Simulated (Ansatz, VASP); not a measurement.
**Two plane-wave programs on SbS**

```
CELL_PARAMETERS angstrom
2.06583 -6.35801 0.00000
2.06583 6.35801 0.00000
0.00000 0.00000 3.65260
ATOMIC_POSITIONS crystal
Sb 0.38372 0.61628 0.75000
Sb 0.61628 0.38372 0.25000
S 0.15145 0.84855 0.75000
S 0.84855 0.15145 0.25000
```

Alike in both runs: functional PBE; k mesh 4 × 4 × 4; occupations gaussian, width 0.1 eV; no spin polarisation.

Ansatz relaxed the structure, and its values are those at the end. VASP's run is a single point on that final structure, the one shown.

|  | VASP | Ansatz |
| --- | --- | --- |
| version | VASP 6.6.1 | Ansatz 0.2.0 |
| potentials or method | VASP PAW PBE potentials, release 64 (Sb, S), cutoff 520 eV | scalar-relativistic, plane waves, PAW |
| valence electrons in the cell | 22 | 42 |

```tsv
	VASP	Ansatz	Ansatz less VASP
gap on the k mesh at the Fermi level (eV)	none	none	-
pressure (GPa)	-0.4	-0.2	+0.21
rms of the force components (eV/Å)	0.007	0.007	0.0000
```

A gap of «none» marks a metal or a gap that the smearing closes. With one functional, cell and mesh, what is left measures potentials, basis and numerics. VASP's potentials hold 22 valence electrons a cell and Ansatz's 42, so a difference there can come from the potentials and not from the codes.

The k mesh is coarse, so the values compare programs but aren't converged. Neither program's run includes spin-orbit coupling.
